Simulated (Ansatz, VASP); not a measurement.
## One calculation of MgCd2S3, two programs

```
Mg Cd S
1.0
    -1.91535    1.91535    8.13833
     1.91535   -1.91535    8.13833
     1.91535    1.91535   -8.13833
Mg Cd S
1 2 3
Direct
  0.00000 0.00000 0.00000
  0.66636 0.66636 0.00000
  0.33364 0.33364 0.00000
  0.83681 0.83681 0.00000
  0.50000 0.50000 0.00000
  0.16319 0.16319 0.00000
```

Alike in both runs: functional PBE; k mesh 10 × 10 × 10; occupations gaussian, width 0.02 eV; no spin polarisation.

Ansatz relaxed the structure, and its values are those at the end. VASP's run is a single point on that final structure, the one shown.

|  | VASP | Ansatz |
| --- | --- | --- |
| version | VASP 6.6.1 | Ansatz 0.2.0 |
| potentials or method | VASP PAW PBE potentials, release 64 (Mg, Cd, S), cutoff 520 eV | scalar-relativistic, plane waves, PAW |
| valence electrons in the cell | 44 | 68 |

Ansatz gave:

| Property | Result |
| --- | --- |
| gap on the k mesh at the Fermi level (eV) | 0.64 |
| least direct gap on the mesh (eV) | 1.55 |
| pressure (GPa) | 0.0 |
| rms of the force components (eV/Å) | 0.001 |

Q: What did VASP give for the same quantities?

A: gap on the k mesh at the Fermi level (eV): 0.63; least direct gap on the mesh (eV): 1.53; pressure (GPa): 0.2; rms of the force components (eV/Å): 0.009.

With one functional, cell and mesh, what is left measures potentials, basis and numerics. VASP's potentials hold 44 valence electrons a cell and Ansatz's 68, so a difference there can come from the potentials and not from the codes.
